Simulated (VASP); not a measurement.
# C4N (Cmmm) in VASP: single point with PBE

Aim: the single point of C4N with PBE.

All numbers are computed with VASP 6.6.1; they aren't measurements. Logs are shortened: lines on timing, memory, paths and dates and some standing lists are left out, and cuts for length are marked.

### 1 The cell of the first run

The structure is orthorhombic, space group Cmmm (No. 65). Conventional cell: a = 4.769 Å, b = 8.533 Å, c = 2.561 Å, α = 90.00°, β = 90.00°, γ = 90.00°. Within 1.9 Å of C (site symmetry m2m) lie 5 C at 1.39 to 1.85 Å. C (site symmetry 2mm) has 1 N at 1.25 Å within 1.7 Å. N (site symmetry mmm) has 2 C at 1.25 Å within 1.7 Å.

The cell was generated, and may not be a known phase.

### 2 Single point, PBE

Contents of INCAR:

```
PREC = Accurate
ENCUT = 1330
EDIFF = 1E-6
ISMEAR = 0
SIGMA = 0.1
LREAL = F
LASPH = T
NELM = 120
ALGO = Normal
ISIF = 2
LWAVE = F
LCHARG = F
GGA = PE
NBANDS = 18
GGA_COMPAT = F
```

Contents of KPOINTS:

```
Automatic mesh
0
Gamma
  4 4 6
```

Contents of POSCAR:

```
C4N
1.0
    2.3847174040     -4.2663057443      0.0000000000
    2.3847174040      4.2663057443      0.0000000000
    0.0000000000      0.0000000000      2.5612549987
C N
4 1
Direct
    0.5816959086      0.4183040914      0.5000000000
    0.4183040914      0.5816959086      0.5000000000
    0.2625098421      0.2625098421      0.0000000000
    0.7374901579      0.7374901579      0.0000000000
    0.0000000000      0.0000000000      0.0000000000
```

Potentials or basis: VASP PAW PBE potentials, release 64 (C_h, N_h).

Run with:

```
> cat potpaw_PBE.64/C_h/POTCAR potpaw_PBE.64/N_h/POTCAR > POTCAR
> mpirun -np 1 vasp_std > vasp.out
```

OUTCAR:

```text
PREC = Accurate
   ENCUT = 1330
   EDIFF = 1E-6
   ISMEAR = 0
   LREAL = F
   LASPH = T
   NELM = 120
   ISIF = 2
   GGA = PE

 ion  position               nearest neighbor table
   1  0.582  0.418  0.500-   2 1.39
   2  0.418  0.582  0.500-   1 1.39
   3  0.263  0.263  0.000-   5 1.25
   4  0.737  0.737  0.000-   5 1.25
   5  0.000  0.000  0.000-   3 1.25   4 1.25

  LATTYP: Found a base centered orthorhombic cell.
 ALAT       =     4.7694348080
 B/A-ratio  =     1.7890194189
 C/A-ratio  =     0.5370143637

  Lattice vectors:

 A1 = (   2.3847174040,  -4.2663057443,   0.0000000000)
 A2 = (   2.3847174040,   4.2663057443,   0.0000000000)
 A3 = (   0.0000000000,   0.0000000000,   2.5612549987)

Analysis of symmetry for initial positions (statically):
=====================================================================
 Subroutine PRICEL returns:
 Original cell was already a primitive cell.

 Routine SETGRP: Setting up the symmetry group for a
 base centered orthorhombic supercell.

 Subroutine GETGRP returns: Found  8 space group operations
 (whereof  8 operations were pure point group operations)
 out of a pool of  8 trial point group operations.

The static configuration has the point symmetry D_2h.

Analysis of symmetry for dynamics (positions and initial velocities):
=====================================================================
 Subroutine PRICEL returns:
 Original cell was already a primitive cell.

 Routine SETGRP: Setting up the symmetry group for a
 base centered orthorhombic supercell.

 Subroutine GETGRP returns: Found  8 space group operations
 (whereof  8 operations were pure point group operations)
 out of a pool of  8 trial point group operations.

The dynamic configuration has the point symmetry D_2h.

 Subroutine INISYM returns: Found  8 space group operations
 (whereof  8 operations are pure point group operations),
 and found     1 'primitive' translations

----------------------------------------------------------------------------------------

                                     Primitive cell

  volume of cell :      52.1161

  direct lattice vectors                    reciprocal lattice vectors
     2.384717404 -4.266305744  0.000000000     0.209668449 -0.117197414  0.000000000
[... 92 lines left out ...]
   EDIFF  = 0.1E-05   stopping-criterion for ELM
   LREAL  =      F    real-space projection
   EDIFFG = 0.1E-04   stopping-criterion for IOM
   NSW    =      0    number of steps for IOM
   IBRION =     -1    ionic relax: 0-MD 1-quasi-New 2-CG
   NFREE  =      0    steps in history (QN), initial steepest desc. (CG)
   ISIF   =      2    stress and relaxation
   ISYM   =      2    0-nonsym 1-usesym 2-fastsym
   POTIM  = 0.5000    time-step for ionic-motion
   TEBEG  =    0.0;   TEEND  =   0.0 temperature during run
   PSTRESS=    0.0 pullay stress
   NELECT =      21.0000    total number of electrons
   NUPDOWN=      -1.0000    fix difference up-down
   EMIN   =  10.00;   EMAX   =-10.00  energy-range for DOS
   EFERMI =   0.00;   METHOD = LEGACY
   ISMEAR =     0;   SIGMA  =   0.10  broadening in eV -4-tet -1-fermi 0-gaus
   EFERMI_NEDOS =   21; number of points for ismear=-14 and -15
   IALGO  =     38    algorithm
   IMIX   =      4    mixing-type and parameters
     AMIX     =   0.40;   BMIX     =  1.00
     AMIX_MAG =   1.60;   BMIX_MAG =  1.00
  volume/ion in A,a.u.               =      10.42        70.34
  Fermi-wavevector in a.u.,A,eV,Ry     =   1.209179  2.285017 19.893275  1.462114
  Thomas-Fermi vector in A             =   2.344765
   LORBIT       =      0    0 simple, 1 ext, 2 COOP (PROOUT), +10 PAW based schemes
   GGA     = PE    functional components
   LHFCALC =     F    Hartree Fock is set to
   AEXX    =    0.0000 exact exchange contribution
   IVDW    =     0    specifies the selected vdW correction
   LEPSILON=     F    determine dielectric tensor
   LRPA    =     F    only Hartree local field effects (RPA)
 non-spin polarized calculation
 Gauss-broadening in eV      SIGMA  =   0.10
  energy-cutoff  :     1330.00
  volume of cell :       52.12
 maximum number of plane-waves:      5770
 NGX is ok and might be reduce to    60
   NGX = 29   NGY = 29   NGZ = 15

 number of electron      21.0000000 magnetization

 Free energy of the ion-electron system (eV)
  ---------------------------------------------------
  ext. energy  EPLUGINS =         0.00000000
  ---------------------------------------------------
  free energy    TOTEN  =       -34.00890599 eV

  energy without entropy =      -34.00663100  energy(sigma->0) =      -34.00776850

 E-fermi :   3.4279     XC(G=0):  -9.6237

 val. band max:        3.4127116942   @ k =   0.5000   0.5000   0.5000
 cond. band min:       3.4939016909   @ k =   0.5000   0.5000   0.3333
 fundamental gap:      0.0811899966
 Fermi energy:         3.4278611651

 k-point     1 :       0.0000    0.0000    0.0000
  band No.  band energies     occupation
      1     -18.0531      2.00000
      2     -14.8426      2.00000
      3     -12.2936      2.00000
      4      -5.5546      2.00000
      5      -4.3245      2.00000
      6      -2.0892      2.00000
[... 481 lines left out ...]
      5      -6.6455      2.00000
      6      -2.1211      2.00000
[... 10 lines left out ...]
     17      13.6526      0.00000
     18      14.7262      0.00000

 [... further k-points ...]

------------------------ aborting loop because EDIFF is reached ----------------------------------------

  FORCE on cell =-STRESS in cart. coord.  units (eV):
  Direction    XX          YY          ZZ          XY          YZ          ZX
  --------------------------------------------------------------------------------------
  -------------------------------------------------------------------------------------
  Total       -0.1777517      0.0220681      0.0091059     -0.0000000      0.0000000      0.0000000
  in kB       -5.4645265      0.6784273      0.2799393     -0.0000000      0.0000000      0.0000000
  external PRESSURE =      -1.5020533 kB  Pullay stress =       0.0000000 kB

 VOLUME and BASIS-vectors are now :
 -----------------------------------------------------------------------------
  energy-cutoff  :     1330.00
  volume of cell :       52.12
      direct lattice vectors                 reciprocal lattice vectors
     2.384717404 -4.266305744  0.000000000     0.209668449 -0.117197414  0.000000000
     2.384717404  4.266305744  0.000000000     0.209668449  0.117197414  0.000000000
     0.000000000  0.000000000  2.561254999     0.000000000  0.000000000  0.390433596

 POSITION                                       TOTAL-FORCE (eV/Angst)
 -----------------------------------------------------------------------------------
      2.38472     -0.69708      1.28063         0.000000     -0.005875      0.000000
      2.38472      0.69708      1.28063         0.000000      0.005875     -0.000000
      1.25202      0.00000      0.00000        -0.019084     -0.000000     -0.000000
      3.51741      0.00000      0.00000         0.019084     -0.000000     -0.000000
      0.00000      0.00000      0.00000         0.000000     -0.000000     -0.000000
 -----------------------------------------------------------------------------------
    total drift:                               -0.000000      0.000000      0.000000

  FREE ENERGIE OF THE ION-ELECTRON SYSTEM (eV)
  ---------------------------------------------------
  free  energy   TOTEN  =       -34.0089059925 eV

  energy  without entropy=      -34.0066310012  energy(sigma->0) =      -34.00776850
```

stdout:

```text
POSCAR found type information on POSCAR C N
 POSCAR found :  2 types and       5 ions
 scaLAPACK will be used
 LDA part: xc-table for (Slater+PW92), standard interpolation
 POSCAR, INCAR and KPOINTS ok, starting setup
 FFT: planning ... GRIDC
 FFT: planning ... GRID_SOFT
 FFT: planning ... GRID
 WAVECAR not read
 entering main loop
```

Wall time 81 s (1 thread of Intel Xeon Platinum 8259CL at 2.50GHz (Skylake/Cascade Lake), shared host); peak memory 0.35 GiB.

Results:

```
Free energy            : -34.0089 eV
Pressure               : -0.2 GPa
Largest force          : 0.019 eV/Å
Band gap on the k mesh : zero (an odd number of electrons rules out a gap without spin polarisation)
```

Forces on the atoms (eV/Å):
```
C    0.000 -0.006  0.000
C    0.000  0.006  0.000
C   -0.019  0.000  0.000
C    0.019  0.000  0.000
N    0.000  0.000  0.000
```

Stress tensor (GPa, compression positive):
```
-0.55  0.00  0.00
 0.00  0.07  0.00
 0.00  0.00  0.03
```

Levels at points of the mesh, in eV from the Fermi level:
```csv
k point,band 7,band 8,band 9,band 10,band 11,band 12,band 13,band 14,band 15,band 16
"(0.00, 0.00, 0.00)",-4.42,-3.69,-3.56,-0.92,0.83,1.30,5.36,6.47,7.20,7.51
"(0.50, 0.00, 0.00)",-4.31,-3.90,-3.09,0.83,1.38,2.52,5.33,5.95,6.13,6.87
"(0.50, 0.50, 0.00)",-4.04,-3.19,-2.87,-0.93,1.10,1.29,5.22,5.29,6.91,7.87
"(0.00, 0.00, 0.50)",-6.33,-4.31,-2.86,-1.38,-1.06,-0.22,2.41,6.90,6.90,7.02
"(0.50, 0.00, 0.50)",-4.49,-4.23,-4.01,-2.94,-1.46,1.45,2.40,5.00,6.52,8.08
"(0.50, 0.50, 0.50)",-6.57,-4.76,-2.90,-0.92,-0.81,-0.02,2.85,6.94,6.95,7.10
```

Caveat: the k points lie up to 0.41 Å⁻¹ apart, too coarse for converged energies and pressures of a metal; an odd number of electrons without spin polarisation forces a metal; a magnetic or distorted state may lie lower.

The gap in the log of VASP goes by the Fermi energy; the results here count the filled bands.